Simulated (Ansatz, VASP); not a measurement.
# One calculation of LiPbF3, two programs

```
CELL_PARAMETERS angstrom
3.93040 0.00000 0.00000
0.00000 3.93040 0.00000
0.00000 0.00000 3.93040
ATOMIC_POSITIONS crystal
Li 0.00000 0.00000 0.00000
Pb 0.50000 0.50000 0.50000
F 0.50000 0.00000 0.00000
F 0.00000 0.50000 0.00000
F 0.00000 0.00000 0.50000
```

Alike in both runs: functional PBE; k mesh 6 × 6 × 6; no spin polarisation.

Ansatz relaxed the structure, and its values are those at the end. VASP's run is a single point on that final structure, the one shown.

|  | VASP | Ansatz |
| --- | --- | --- |
| version | VASP 6.6.1 | Ansatz 0.2.0 |
| potentials or method | VASP PAW PBE potentials, release 64 (Li_sv, Pb_d, F), cutoff 520 eV | scalar-relativistic, plane waves, PAW |
| occupations | gaussian, width 0.01 eV | fixed |
| valence electrons in the cell | 38 | 38 |

|  | VASP | Ansatz | Ansatz less VASP |
| --- | --- | --- | --- |
| gap on the k mesh at the Fermi level (eV) | 3.89 | 3.89 | +0.005 |
| least direct gap on the mesh (eV) | 3.89 | 3.89 | +0.005 |

Spin-orbit coupling is off throughout. Noted on VASP's run: the cutoff is short for stress, so the pressure is rough.
